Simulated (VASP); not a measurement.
SiC (Moissanite):

```xyz
4
Lattice="3.0554 0.0000 0.0000 -1.5277 2.6460 0.0000 0.0000 0.0000 5.0141" Properties=species:S:1:pos:R:3 pbc="T T T"
Si    1.5277    0.8820    2.5071
Si    0.0000    1.7640    0.0000
C     1.5277    0.8820    4.4375
C     0.0000    1.7640    1.9304
```

Base run:

| Item | Value |
| --- | --- |
| Program | VASP 6.6.1 |
| Functional | revPBE |
| Potentials or basis | VASP PAW PBE potentials, release 64 (Si, C) |
| Cutoff | 520 eV |
| k mesh | 10 × 10 × 5 |
| Occupations | fermi-dirac, width 0.05 eV |
| Spin | no spin polarisation |

Its results: band gap on the k mesh 2.47 eV, indirect (least direct gap 4.14 eV); pressure 10.6 GPa; largest force 0.789 eV/Å.

Q: After a change of settings the same cell gave: band gap on the k mesh 2.83 eV, indirect (least direct gap 4.64 eV); pressure 4.8 GPa; largest force 0.804 eV/Å. Which change was it?
A. functional from revPBE to r2SCAN
B. functional from revPBE to BLYP
C. functional from revPBE to SVWN5
D. functional from revPBE to PBEsol

A: A.

r2SCAN gives the wider gap, since meta-GGAs in the generalised Kohn-Sham scheme recover part of the derivative discontinuity.

Caveats: the PAW data sets were made with another functional, which shifts forces and pressure a little.
